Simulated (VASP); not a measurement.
Crystal: Mg2O.

```
Mg O
1.0
     2.03675    0.00000    0.00000
     0.00000    3.42524    0.00000
     0.00000    0.00000    4.15316
Mg O
2 1
Direct
  0.00000 0.00000 0.74415
  0.00000 0.50000 0.00000
  0.00000 0.00000 0.25585
```

The cell was built from a structure type or drawn by symmetry, and may not be a known phase.

```yaml
Program: VASP 6.6.1
Task: relaxation of cell and atoms
Functional: PBE
Potentials_or_basis: VASP PAW PBE potentials, release 64 (Mg_sv, O)
Cutoff: 750 eV
k_mesh: 8 × 6 × 4
Occupations: gaussian, width 0.1 eV
Spin: no spin polarisation
```

At the start: pressure 104.7 GPa; volume 9.66 Å³/atom.

Q: How do energy, volume and symmetry change on relaxing?

A: Over 47 steps the energy falls by 3048.9 meV/atom and the volume is 15.95 Å³/atom (+65.2 %); space group Pmm2 (No. 25, to 0.1 Å) before and after.

Step by step:
```csv
step,energy change (eV),largest force (eV/Å),pressure (GPa),volume (Å³)
1,0.0000,7.4241,104.74,28.97
3,-8.1147,2.5856,-2.63,48.64
5,-8.1438,2.3912,-6.14,50.07
7,-8.7613,0.7776,4.15,45.00
9,-8.8573,0.2836,2.16,46.25
11,-8.8680,0.1756,-0.46,47.23
13,-8.8698,0.0342,0.24,47.08
15,-8.8759,0.2299,0.41,47.40
17,-8.8789,0.4918,0.65,47.75
19,-8.8795,0.5064,0.69,47.77
21,-8.8818,0.5697,0.73,47.89
23,-8.8901,0.8241,0.85,48.33
25,-8.8940,1.1865,0.98,49.00
27,-8.8954,1.6298,0.14,49.96
29,-8.9112,1.3737,0.50,49.62
31,-8.9818,1.2290,-0.69,50.08
33,-9.0134,1.0215,-2.32,50.57
35,-9.0590,0.8784,-1.02,49.78
37,-9.0880,0.1987,5.06,46.32
39,-9.1342,0.0878,1.24,47.84
41,-9.1408,0.2145,-0.21,48.00
43,-9.1443,0.0566,0.14,47.86
45,-9.1465,0.0598,-0.12,47.90
47,-9.1466,0.0282,0.01,47.85
```

Final structure:
```cif
data_structure
_symmetry_space_group_name_H-M 'P 1'
_symmetry_Int_Tables_number 1
_cell_length_a 2.7997
_cell_length_b 3.2632
_cell_length_c 5.2380
_cell_angle_alpha 90.000
_cell_angle_beta 90.000
_cell_angle_gamma 90.000
_cell_volume 47.85
loop_
_atom_site_label
_atom_site_type_symbol
_atom_site_fract_x
_atom_site_fract_y
_atom_site_fract_z
_atom_site_occupancy
Mg1 Mg 0.00000 0.00000 0.63195 1
Mg2 Mg 0.00000 0.50000 0.09363 1
O1 O 0.00000 0.00000 0.27442 1
```

Caveat: the k points lie up to 0.32 Å⁻¹ apart in the final cell, too coarse for converged energies and pressures of a metal; the volume moved by over 15 % at a fixed basis, so the end points are rough.
